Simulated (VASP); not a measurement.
Runs of VASP 6.6.1 on PbO. The structure is that of space group F-43m (No. 216), or close to it. The cells are those of the table. 

```tsv
task	cell	k mesh	cutoff (eV)	smearing	gap on the mesh (eV)	pressure (GPa)	relaxed volume (Å³/atom)
single point	a = 4.005 Å, angles 60.0°, 2 atoms	12 × 12 × 12	520	gaussian 0.02 eV	0.52	0.0	-
relaxation of cell and atoms	relaxed from a = 4.128 Å, angles 60.0°, 2 atoms	6 × 6 × 6	600	gaussian 0.1 eV	(b)	0.0	(a)
single point	a = 4.128 Å, angles 60.0°, 2 atoms	6 × 6 × 6	520	gaussian 0.1 eV	0.76	-4.7	-
relaxation of cell and atoms	relaxed from a = 4.009 Å, angles 60.0°, 2 atoms	12 × 12 × 12	600	gaussian 0.02 eV	0.52	0.1	22.67
single point	a = 4.009 Å, angles 60.0°, 2 atoms	6 × 6 × 6	520	gaussian 0.1 eV	0.57	-0.2	-
```

Alike in all rows: level PBE; potentials or basis VASP PAW PBE potentials, release 64 (Pb_d, O); no spin polarisation.

Fill in the values left out.

(a) 22.68; (b) 0.56.

Caveats: spin-orbit coupling is left out, which moves the levels of the heavy elements; the cell stands under tension (at least some runs).

A k mesh can miss the band edges, and the runs leave out spin-orbit coupling on Pb.
